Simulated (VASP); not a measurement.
Write the native input for VASP 6.6.1 that does the following.

- Task: single point
- Functional: PBE
- Potentials or basis: VASP PAW PBE potentials, release 64 (Al, Si, B)
- Cutoff: 520 eV
- k mesh: 12 × 12 × 12
- Occupations: gaussian, width 0.1 eV
- Spin: no spin polarisation
- Dipole correction: no
- Further INCAR settings: ALGO = Normal; EDIFF = 1e-06; NBANDS = 20

The structure of AlSi2B4 lies in POSCAR:

```
AlSi2B4
1.0
   -2.2460717796      2.2460717796      3.5149011970
    2.2460717796     -2.2460717796      3.5149011970
    2.2460717796      2.2460717796     -3.5149011970
Al Si B
1 2 4
Direct
    0.0000000000      0.0000000000      0.0000000000
    0.6566646084      0.6566646084      0.0000000000
    0.3433353916      0.3433353916      0.0000000000
    0.5000000000      0.0000000000      0.5000000000
    0.7500000000      0.2500000000      0.5000000000
    0.0000000000      0.5000000000      0.5000000000
    0.2500000000      0.7500000000      0.5000000000
```

The cell was generated, and may not be a known phase.

The input as run:

INCAR

```
PREC = Accurate
ENCUT = 520
EDIFF = 1E-6
ISMEAR = 0
SIGMA = 0.1
LREAL = F
LASPH = T
NELM = 100
ALGO = Normal
ISIF = 2
LWAVE = F
LCHARG = F
GGA = PE
NBANDS = 20
```

KPOINTS

```
regular mesh
0
Gamma
  12 12 12
```

Potentials or basis: VASP PAW PBE potentials, release 64 (Al, Si, B).

The run is started by

```bash
$ cat potpaw_PBE.64/Al/POTCAR potpaw_PBE.64/Si/POTCAR potpaw_PBE.64/B/POTCAR > POTCAR
$ mpirun -np 1 vasp_std > vasp.out
```

Results of the run:

```yaml
Pressure: -0.1 GPa
Largest_force: 0.018 eV/Å
Band_gap_on_the_k_mesh: zero (an odd number of electrons rules out a gap without spin polarisation)
```

Run time: 5.3 min on 1 thread of Intel Xeon 8259CL (shared host), peak memory 0.35 GiB.
